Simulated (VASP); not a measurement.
# Hf (P6_3/mmc) in VASP: notebook

Runs on Hf. Level: PBEsol. Tasks: single point.

Program: VASP 6.6.1. These are calculated values, not measurements. Logs are shortened: lines on timing, memory, paths and dates and some standing lists are left out, and cuts for length are marked.

### Step 1. The cell of the first run

It takes space group P6_3/mmc (No. 194, hexagonal). The conventional cell has a = 3.159 Å, b = 3.159 Å, c = 4.999 Å, α = 90.00°, β = 90.00°, γ = 120.00°. Within 4.1 Å of Hf (site symmetry -6m2) lie 12 Hf at 3.09 to 3.16 Å.

### Step 2. Single point, PBEsol

INCAR reads:

```
ALGO     = Normal         # electronic algorithm
EDIFF    = 1E-6           # SCF threshold, eV
ENCUT    = 520            # plane-wave cutoff, eV
GGA      = PS             # functional
ISIF     = 2              # what is computed and relaxed
ISMEAR   = 0              # smearing method
LASPH    = T              # aspherical terms in the spheres
LCHARG   = T              # write CHGCAR
LELF     = T              # ELF
LREAL    = F              # projectors in reciprocal space
LVHAR    = T            
LWAVE    = F              # write WAVECAR
NBANDS   = 17             # bands
NELM     = 100            # most SCF steps
PREC     = Accurate       # precision mode
SIGMA    = 0.05           # smearing width, eV
```

KPOINTS reads:

```
k-points
0
Gamma
  17 17 9
```

POSCAR reads:

```
Hf
1.0
    3.1594898893      0.0000000000      0.0000000000
   -1.5797449446      2.7361985071      0.0000000000
    0.0000000000      0.0000000000      4.9989294581
Hf
2
Direct
    0.3333333333      0.6666666667      0.2500000000
    0.6666666667      0.3333333333      0.7500000000
```

Potentials or basis: VASP PAW PBE potentials, release 64 (Hf_pv).

Command:

```
cat potpaw_PBE.64/Hf_pv/POTCAR > POTCAR
mpirun -np 1 vasp_std > vasp.out
```

OUTCAR:

```text
EDIFF = 1E-6
   ENCUT = 520
   GGA = PS
   ISIF = 2
   ISMEAR = 0
   LASPH = T
   LREAL = F
   NELM = 100
   PREC = Accurate

 ion  position               nearest neighbor table
   1  0.333  0.667  0.250-   2 3.09   2 3.09   2 3.09   2 3.09   2 3.09   2 3.09
   2  0.667  0.333  0.750-   1 3.09   1 3.09   1 3.09   1 3.09   1 3.09   1 3.09

  LATTYP: Found a hexagonal cell.
 ALAT       =     3.1594898893
 C/A-ratio  =     1.5821951116

  Lattice vectors:

 A1 = (   3.1594898893,   0.0000000000,   0.0000000000)
 A2 = (  -1.5797449446,   2.7361985071,   0.0000000000)
 A3 = (   0.0000000000,   0.0000000000,   4.9989294581)

Analysis of symmetry for initial positions (statically):
=====================================================================
 Subroutine PRICEL returns:
 Original cell was already a primitive cell.

 Routine SETGRP: Setting up the symmetry group for a
 hexagonal supercell.

 Subroutine GETGRP returns: Found 24 space group operations
 (whereof 12 operations were pure point group operations)
 out of a pool of 24 trial point group operations.

The static configuration has the point symmetry D_3d.
 The point group associated with its full space group is D_6h.

Analysis of symmetry for dynamics (positions and initial velocities):
=====================================================================
 Subroutine PRICEL returns:
 Original cell was already a primitive cell.

 Routine SETGRP: Setting up the symmetry group for a
 hexagonal supercell.

 Subroutine GETGRP returns: Found 24 space group operations
 (whereof 12 operations were pure point group operations)
 out of a pool of 24 trial point group operations.

The dynamic configuration has the point symmetry D_3d.
 The point group associated with its full space group is D_6h.

 Subroutine INISYM returns: Found 24 space group operations
 (whereof 12 operations are pure point group operations),
 and found     1 'primitive' translations

----------------------------------------------------------------------------------------

                                     Primitive cell

  volume of cell :      43.2157

  direct lattice vectors                    reciprocal lattice vectors
     3.159489889  0.000000000  0.000000000     0.316506789  0.182735280  0.000000000
    -1.579744945  2.736198507  0.000000000     0.000000000  0.365470560  0.000000000
     0.000000000  0.000000000  4.998929458     0.000000000  0.000000000  0.200042831

  length of vectors
     3.159489889  3.159489889  4.998929458     0.365470560  0.365470560  0.200042831

  position of ions in fractional coordinates (direct lattice)
     0.333333333  0.666666667  0.250000000
     0.666666667  0.333333333  0.750000000

  ion indices of the primitive-cell ions
   primitive index   ion index
                 1           1
                 2           2

----------------------------------------------------------------------------------------

 KPOINTS: k-points

Automatic generation of k-mesh.
 Grid dimensions read from file:
 generate k-points for:   17   17    9

 Generating k-lattice:

  Cartesian coordinates                     Fractional coordinates (reciprocal lattice)
     0.018618046  0.010749134  0.000000000     0.058823529  0.000000000  0.000000000
     0.000000000  0.021498268  0.000000000     0.000000000  0.058823529  0.000000000
     0.000000000  0.000000000  0.022226981     0.000000000  0.000000000  0.111111111

  Length of vectors
     0.021498268  0.021498268  0.022226981

  Shift w.r.t. Gamma in fractional coordinates (k-lattice)
     0.000000000  0.000000000  0.000000000

 Subroutine IBZKPT returns following result:
 ===========================================

 Found    165 irreducible k-points:

 Following reciprocal coordinates:
            Coordinates               Weight
  0.000000  0.000000  0.000000      1.000000
  0.058824  0.000000  0.000000      6.000000
  0.117647 -0.000000  0.000000      6.000000
  0.176471 -0.000000  0.000000      6.000000
  0.235294 -0.000000  0.000000      6.000000
  0.294118  0.000000  0.000000      6.000000
[... 16 lines left out ...]
  0.411765  0.117647  0.000000     12.000000
  0.176471  0.176471  0.000000      6.000000
 [... further k-points ...]
   k-points           NKPTS =    165   k-points in BZ     NKDIM =    165   number of bands    NBANDS=     17
   number of dos      NEDOS =    301   number of ions     NIONS =      2
   total plane-waves  NPLWV =  23040
   dimension x,y,z NGX =    24 NGY =   24 NGZ =   40
   dimension x,y,z NGXF=    48 NGYF=   48 NGZF=   80
   ions per type =               2
   NGX,Y,Z   is equivalent  to a cutoff of  12.63, 12.63, 13.30 a.u.
   NGXF,Y,Z  is equivalent  to a cutoff of  25.26, 25.26, 26.61 a.u.
 SYSTEM =  unknown system
   PREC   = accura    normal or accurate (medium, high low for compatibility)
   ISTART =      0    job   : 0-new  1-cont  2-samecut
   ICHARG =      2    charge: 1-file 2-atom 10-const
   ISPIN  =      1    spin polarized calculation?
   LNONCOLLINEAR =      F non collinear calculations
   LSORBIT =      F    spin-orbit coupling
   LASPH  =      T    aspherical Exc in radial PAW
   ENCUT  =  520.0 eV  38.22 Ry    6.18 a.u.   5.87  5.87  9.29*2*pi/ulx,y,z
   NELM   =    100;   NELMIN=  2; NELMDL= -5     # of ELM steps
   EDIFF  = 0.1E-05   stopping-criterion for ELM
   LREAL  =      F    real-space projection
   EDIFFG = 0.1E-04   stopping-criterion for IOM
   NSW    =      0    number of steps for IOM
   IBRION =     -1    ionic relax: 0-MD 1-quasi-New 2-CG
   NFREE  =      0    steps in history (QN), initial steepest desc. (CG)
   ISIF   =      2    stress and relaxation
   ISYM   =      2    0-nonsym 1-usesym 2-fastsym
   POTIM  = 0.5000    time-step for ionic-motion
   TEBEG  =    0.0;   TEEND  =   0.0 temperature during run
   PSTRESS=    0.0 pullay stress
   NELECT =      20.0000    total number of electrons
   NUPDOWN=      -1.0000    fix difference up-down
   EMIN   =  10.00;   EMAX   =-10.00  energy-range for DOS
   EFERMI =   0.00;   METHOD = LEGACY
   ISMEAR =     0;   SIGMA  =   0.05  broadening in eV -4-tet -1-fermi 0-gaus
   EFERMI_NEDOS =   21; number of points for ismear=-14 and -15
   IALGO  =     38    algorithm
   IMIX   =      4    mixing-type and parameters
     AMIX     =   0.40;   BMIX     =  1.00
     AMIX_MAG =   1.60;   BMIX_MAG =  1.00
  volume/ion in A,a.u.               =      21.61       145.82
  Fermi-wavevector in a.u.,A,eV,Ry     =   1.266303  2.392966 21.817259  1.603523
  Thomas-Fermi vector in A             =   2.399511
   LORBIT       =      0    0 simple, 1 ext, 2 COOP (PROOUT), +10 PAW based schemes
   GGA     = PS    functional components
   LHFCALC =     F    Hartree Fock is set to
   AEXX    =    0.0000 exact exchange contribution
   IVDW    =     0    specifies the selected vdW correction
   LEPSILON=     F    determine dielectric tensor
   LRPA    =     F    only Hartree local field effects (RPA)
 non-spin polarized calculation
 Gauss-broadening in eV      SIGMA  =   0.05
  energy-cutoff  :      520.00
  volume of cell :       43.22
 maximum number of plane-waves:      1182
 NGX is ok and might be reduce to    24
   NGX = 11   NGY = 11   NGZ = 19

 number of electron      19.9999996 magnetization

 Free energy of the ion-electron system (eV)
  ---------------------------------------------------
  ext. energy  EPLUGINS =         0.00000000
  ---------------------------------------------------
  free energy    TOTEN  =       -21.00831367 eV

  energy without entropy =      -21.00653864  energy(sigma->0) =      -21.00742616

 E-fermi :   5.0100     XC(G=0): -11.5511

 val. band max:        5.0080215468   @ k =   0.1176  -0.0000   0.1111
 cond. band min:       5.0111521748   @ k =   0.1176   0.0588   0.0000
 fundamental gap:      0.0031306280
 Fermi energy:         5.0099762061

 k-point     1 :       0.0000    0.0000    0.0000
  band No.  band energies     occupation
      1     -26.0095      2.00000
      2     -25.1699      2.00000
      3     -25.1699      2.00000
      4     -25.0290      2.00000
      5     -25.0262      2.00000
      6     -25.0262      2.00000
[... 9 lines left out ...]
     16       7.6915      0.00000
     17      10.5151      0.00000

 k-point     2 :       0.0588    0.0000    0.0000
  band No.  band energies     occupation
      1     -25.9994      2.00000
      2     -25.1918      2.00000
      3     -25.1772      2.00000
      4     -25.0495      2.00000
      5     -25.0337      2.00000
      6     -25.0291      2.00000
[... 9 lines left out ...]
     16       7.5835      0.00000
     17      10.6077      0.00000

 k-point     3 :       0.1176   -0.0000    0.0000
  band No.  band energies     occupation
      1     -25.9696      2.00000
      2     -25.2547      2.00000
      3     -25.1980      2.00000
      4     -25.1152      2.00000
      5     -25.0476      2.00000
      6     -25.0376      2.00000
[... 9 lines left out ...]
     16       7.4233      0.00000
     17      10.8235      0.00000

 k-point     4 :       0.1765   -0.0000    0.0000
  band No.  band energies     occupation
      1     -25.9221      2.00000
      2     -25.3500      2.00000
      3     -25.2285      2.00000
      4     -25.2122      2.00000
      5     -25.0710      2.00000
      6     -25.0514      2.00000
[... 9 lines left out ...]
     16       7.8950      0.00000
     17      11.0801      0.00000

 k-point     5 :       0.2353   -0.0000    0.0000
  band No.  band energies     occupation
      1     -25.8604      2.00000
      2     -25.4649      2.00000
      3     -25.3249      2.00000
      4     -25.2641      2.00000
      5     -25.1036      2.00000
      6     -25.0689      2.00000
[... 9 lines left out ...]
     16       8.5250      0.00000
     17      11.3117      0.00000

 k-point     6 :       0.2941    0.0000    0.0000
  band No.  band energies     occupation
      1     -25.7890      2.00000
      2     -25.5834      2.00000
      3     -25.4373      2.00000
      4     -25.2998      2.00000
      5     -25.1448      2.00000
      6     -25.0878      2.00000
[... 9 lines left out ...]
     16       9.2753      0.00000
     17      11.4908      0.00000

 k-point     7 :       0.3529   -0.0000    0.0000
  band No.  band energies     occupation
      1     -25.7143      2.00000
      2     -25.6895      2.00000
      3     -25.5352      2.00000
      4     -25.3312      2.00000
      5     -25.1920      2.00000
      6     -25.1052      2.00000
[... 9 lines left out ...]
     16      10.0840      0.00000
     17      11.6134      0.00000

 k-point     8 :       0.4118    0.0000    0.0000
  band No.  band energies     occupation
      1     -25.7688      2.00000
      2     -25.6463      2.00000
      3     -25.6071      2.00000
      4     -25.3544      2.00000
      5     -25.2394      2.00000
      6     -25.1186      2.00000
[... 9 lines left out ...]
     16      10.8722      0.00000
     17      11.6868      0.00000
[... 203 lines left out ...]
      1     -25.8349      2.00000
      2     -25.4684      2.00000
      3     -25.4126      2.00000
      4     -25.2451      2.00000
      5     -25.1178      2.00000
      6     -25.1055      2.00000
[... 9 lines left out ...]
     16       9.0621      0.00000
     17      11.1869      0.00000

 k-point    20 :       0.2353    0.1176    0.0000
  band No.  band energies     occupation
      1     -25.7653      2.00000
      2     -25.5759      2.00000
      3     -25.4889      2.00000
      4     -25.3005      2.00000
      5     -25.1591      2.00000
      6     -25.1326      2.00000
[... 9 lines left out ...]
     16       9.8938      0.00000
     17      11.2963      0.00000

 k-point    21 :       0.2941    0.1176    0.0000
  band No.  band energies     occupation
      1     -25.6920      2.00000
      2     -25.6744      2.00000
      3     -25.5522      2.00000
      4     -25.3519      2.00000
      5     -25.2068      2.00000
      6     -25.1559      2.00000
[... 9 lines left out ...]
     16      10.7835      0.00000
     17      11.3749      0.00000

 k-point    22 :       0.3529    0.1176    0.0000
  band No.  band energies     occupation
      1     -25.7479      2.00000
      2     -25.6241      2.00000
      3     -25.5989      2.00000
      4     -25.3906      2.00000
      5     -25.2555      2.00000
      6     -25.1732      2.00000
[... 9 lines left out ...]
     16      11.4219      0.00000
     17      11.6495      0.00000

 k-point    23 :       0.4118    0.1176    0.0000
  band No.  band energies     occupation
      1     -25.7869      2.00000
      2     -25.6237      2.00000
      3     -25.5781      2.00000
      4     -25.4112      2.00000
      5     -25.2911      2.00000
      6     -25.1824      2.00000
[... 9 lines left out ...]
     16      11.4431      0.00000
     17      12.2706      0.00000

 k-point    24 :       0.1765    0.1765    0.0000
  band No.  band energies     occupation
      1     -25.7720      2.00000
      2     -25.5235      2.00000
      3     -25.5191      2.00000
      4     -25.2844      2.00000
      5     -25.1549      2.00000
      6     -25.1488      2.00000
[... 9 lines left out ...]
     16       9.8905      0.00000
     17      11.2069      0.00000

 [... further k-points ...]
[... 5 lines left out ...]
  --------------------------------------------------------------------------------------
  -------------------------------------------------------------------------------------
  Total       -0.0844739     -0.0844739     -0.1109570     -0.0000000      0.0000000      0.0000000
  in kB       -3.1317829     -3.1317829     -4.1136165     -0.0000000      0.0000000      0.0000000
  external PRESSURE =      -3.4590607 kB  Pullay stress =       0.0000000 kB

 VOLUME and BASIS-vectors are now :
 -----------------------------------------------------------------------------
  energy-cutoff  :      520.00
  volume of cell :       43.22
      direct lattice vectors                 reciprocal lattice vectors
     3.159489889  0.000000000  0.000000000     0.316506789  0.182735280  0.000000000
    -1.579744945  2.736198507  0.000000000     0.000000000  0.365470560  0.000000000
     0.000000000  0.000000000  4.998929458     0.000000000  0.000000000  0.200042831

 POSITION                                       TOTAL-FORCE (eV/Angst)
 -----------------------------------------------------------------------------------
     -0.00000      1.82413      1.24973         0.000000     -0.000000      0.000000
      1.57974      0.91207      3.74920        -0.000000      0.000000      0.000000
 -----------------------------------------------------------------------------------
    total drift:                               -0.000000      0.000000     -0.000000

  FREE ENERGIE OF THE ION-ELECTRON SYSTEM (eV)
  ---------------------------------------------------
  free  energy   TOTEN  =       -21.0083136722 eV

  energy  without entropy=      -21.0065386435  energy(sigma->0) =      -21.00742616
```

Wall time 36 s (1 thread of Intel Xeon 6975P-C (Granite Rapids), shared host); peak memory 0.23 GiB.

Results:

* Free energy: -21.0083 eV
* Pressure: -0.3 GPa
* Band gap on the k mesh: zero (band 10 reaches 6.17 eV, above the bottom of band 11 at 4.68 eV)

Caveat: the PAW data sets were made with another functional, which shifts forces and pressure a little; spin-orbit coupling is left out, which moves the levels of the heavy elements.

### Step 3. Single point, PBEsol

INCAR reads:

```
SYSTEM = Hf
  PREC = Accurate
  ENCUT = 520
  EDIFF = 1E-7
  ISMEAR = 0
  SIGMA = 0.05
  LREAL = .FALSE.
  LASPH = .TRUE.
  NELM = 100
  ALGO = Normal
  ISIF = 2
  LWAVE = .FALSE.
  LCHARG = .FALSE.
  GGA = PS
  NBANDS = 17
```

KPOINTS reads:

```
regular mesh
0
G
  17 17 9
  0 0 0
```

POSCAR is that of step 2.

Potentials or basis: VASP PAW PBE potentials, release 64 (Hf_pv).

Command:

```
cat potpaw_PBE.64/Hf_pv/POTCAR > POTCAR
mpirun -np 1 vasp_std > vasp.out
```

Run time: 33 s. Hardware: 1 thread of Intel Xeon 6975P-C (Granite Rapids), shared host; peak memory 0.23 GiB.

It converged, with:

| Item | Value |
| --- | --- |
| Free energy | -21.0083 eV |
| Pressure | -0.4 GPa |
| Band gap on the k mesh | zero (band 10 reaches 6.18 eV, above the bottom of band 11 at 4.68 eV) |

Stress tensor (GPa, compression positive):
```
-0.34  0.00  0.00
 0.00 -0.34  0.00
 0.00  0.00 -0.43
```

Levels at points of the mesh, in eV from the Fermi level:
```csv
k point,band 7,band 8,band 9,band 10,band 11,band 12,band 13,band 14
"(0.00, 0.00, 0.00)",-7.52,-3.83,0.79,1.16,1.16,1.46,2.02,2.02
```

Caveat: the PAW data sets were made with another functional, which shifts forces and pressure a little; spin-orbit coupling is left out, which moves the levels of the heavy elements.
